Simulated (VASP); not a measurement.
Write the native input for VASP 6.6.1 that does the following.

| Item | Value |
| --- | --- |
| Task | single point |
| Functional | BLYP |
| Dispersion | D3(BJ) |
| Potentials or basis | VASP PAW PBE potentials, release 64 (Co_sv) |
| Cutoff | 690 eV |
| k mesh | 13 × 13 × 13, shifted |
| Occupations | tetrahedron |
| Spin | collinear spin, ferromagnetic start |
| Starting moments | [1.97] μB |
| Dipole correction | no |
| Further INCAR settings | ALGO = Normal; EDIFF = 1e-06; NBANDS = 18 |

The structure of Co lies in POSCAR:

```
Co
1.0
   -1.4023200000      1.4023200000      1.4023200000
    1.4023200000     -1.4023200000      1.4023200000
    1.4023200000      1.4023200000     -1.4023200000
Co
1
Direct
    0.0000000000      0.0000000000      0.0000000000
```

This isn't the form of Co at room conditions, which is hcp.

One way to write it, as run:

INCAR

```
SYSTEM = Co
AGGAC = 1.0
AGGAX = 1.0
ALDAC = 0.0
ALDAX = 1.0
ALGO = Normal
EDIFF = 1E-6
ENCUT = 690
GGA = B5
GGA_COMPAT = .FALSE.
ISIF = 2
ISMEAR = -5
ISPIN = 2
IVDW = 12
LASPH = .TRUE.
LCHARG = .FALSE.
LMAXMIX = 4
LORBIT = 11
LREAL = .FALSE.
LWAVE = .FALSE.
MAGMOM = 1.97
NBANDS = 18
NELM = 200
PREC = Accurate
SIGMA = 0.1
VDW_A1 = 0.4298
VDW_A2 = 4.2359
VDW_S6 = 1.0
VDW_S8 = 2.6996
```

KPOINTS

```
Automatic mesh
0
Gamma
  13 13 13
  0.5 0.5 0.5
```

Potentials or basis: VASP PAW PBE potentials, release 64 (Co_sv).

The run is started by

```bash
$ cat potpaw_PBE.64/Co_sv/POTCAR > POTCAR
$ mpirun -np 1 vasp_std > vasp.out
```

Results of the run:

```
Pressure                                              : -5.5 GPa
Net moment                                            : 1.68 μB per cell
Site moments                                          : Co +1.74 μB
Valence electrons inside the program's atomic spheres : Co 15.10
Dispersion energy per atom                            : -0.936 eV
```

Caveat: the cell stands under tension; the PAW data sets were made with another functional, which shifts forces and pressure a little; tetrahedron occupations give inexact forces and stress in metals.

Run time: 27 s on 1 thread of Intel(R) Xeon(R) 6975P-C (Granite Rapids), on a shared host, peak memory 0.19 GiB.
